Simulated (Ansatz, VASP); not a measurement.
## One calculation of Sn5H, two programs

```xyz
6
Lattice="6.2551 0.0000 0.0000 -3.1276 5.4171 0.0000 0.0000 0.0000 4.7607" Properties=species:S:1:pos:R:3 pbc="T T T"
Sn    0.0000    3.6114    0.0000
Sn    3.1276    1.8057    0.0000
Sn    3.1276    0.0000    2.3804
Sn    1.5638    2.7085    2.3804
Sn   -1.5638    2.7085    2.3804
H     0.0000    0.0000    0.0000
```

Change from the starting cell: species swapped into the HfBe5 type (P6/mmm, No. 191).

Alike in both runs: task single point; functional PBE; k mesh 3 × 3 × 4; occupations gaussian, width 0.1 eV; no spin polarisation.

```csv
,VASP,Ansatz
version,VASP 6.6.1,Ansatz 0.2.0
potentials or method,"VASP PAW PBE potentials, release 64 (Sn_d, H), cutoff 520 eV","scalar-relativistic, plane waves, PAW"
valence electrons in the cell,71,71
```

Ansatz gave:

* gap on the k mesh at the Fermi level (eV): none
* pressure (GPa): 5.9
* traceless stress, the component that is largest in VASP (GPa): 1.93

Problem. What did VASP give for the same quantities?

Solution. gap on the k mesh at the Fermi level (eV): none; pressure (GPa): 5.8; traceless stress, the component that is largest in VASP (GPa): 1.92.

A gap of «none» marks a metal or a gap that the smearing closes. With one functional, cell and mesh, what is left measures potentials, basis and numerics.

The k mesh is coarse, so the values compare programs but aren't converged.
